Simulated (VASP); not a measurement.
The system is BN.

```
B N
1.0
     0.00000    1.84092    1.78930
     1.84092    0.00000    1.78930
     1.84092    1.84092    0.00000
B N
1 1
Direct
  0.00000 0.00000 0.00000
  0.25000 0.25000 0.25000
```

This cell differs from its parent crystal: epitaxial xy strain +2.0%.

Base run:

- Program: VASP 6.6.1
- Functional: r2SCAN
- Potentials or basis: VASP PAW PBE potentials, release 64 (B, N)
- Cutoff: 520 eV
- k mesh: 12 × 12 × 12
- Occupations: gaussian, width 0.01 eV
- Spin: no spin polarisation

Its results: band gap on the k mesh 4.45 eV, indirect (least direct gap 9.09 eV); pressure -10.5 GPa.

Task: The run is repeated on the same cell with these changes: functional from r2SCAN to PBE; k mesh from 12 × 12 × 12 to 6 × 6 × 6. What comes out?

Result: Band gap on the k mesh 3.94 eV, indirect (least direct gap 8.39 eV); pressure -6.4 GPa.

Several settings changed at once, so the effect can't be laid on one alone.

Caveats: some runs use coarse meshes; the PAW data sets were made with another functional, which shifts forces and pressure a little (some runs).

A k mesh can miss the band edges.
